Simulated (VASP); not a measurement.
**Ge: single point with PBE**

Crystal: Ge.

```
Ge
1.0
     0.00000    2.83687    2.83687
     2.83687    0.00000    2.83687
     2.83687    2.83687    0.00000
Ge
2
Direct
  0.00000 0.00000 0.00000
  0.25000 0.25000 0.25000
```

| Item | Value |
| --- | --- |
| Program | VASP 6.6.1 |
| Task | single point |
| Functional | PBE |
| Potentials or basis | VASP PAW PBE potentials, release 64 (Ge_d) |
| Cutoff | 500 eV |
| k mesh | 6 × 6 × 6 |
| Occupations | gaussian, width 0.001 eV |
| Spin | no spin polarisation |
| Dipole correction | no |
| Further INCAR settings | ALGO = Normal; EDIFF = 1e-06; NBANDS = 21 |

```json
{
  "Pressure": "3.0 GPa",
  "Band gap on the k mesh": "zero (filled and empty bands touch)"
}
```

Levels at points of the mesh, in eV from the Fermi level:
```csv
k point,band 12,band 13,band 14,band 15,band 16,band 17
"(0.00, 0.00, 0.00)",-0.04,0.00,0.00,0.00,2.55,2.55
"(0.50, 0.00, 0.00)",-7.56,-1.39,-1.39,0.16,3.74,3.74
"(0.50, 0.50, 0.00)",-8.85,-3.05,-3.05,0.76,0.76,9.45
```

Wall time 36 s on 1 thread of Intel Xeon 8259CL (shared host), peak memory 0.16 GiB.
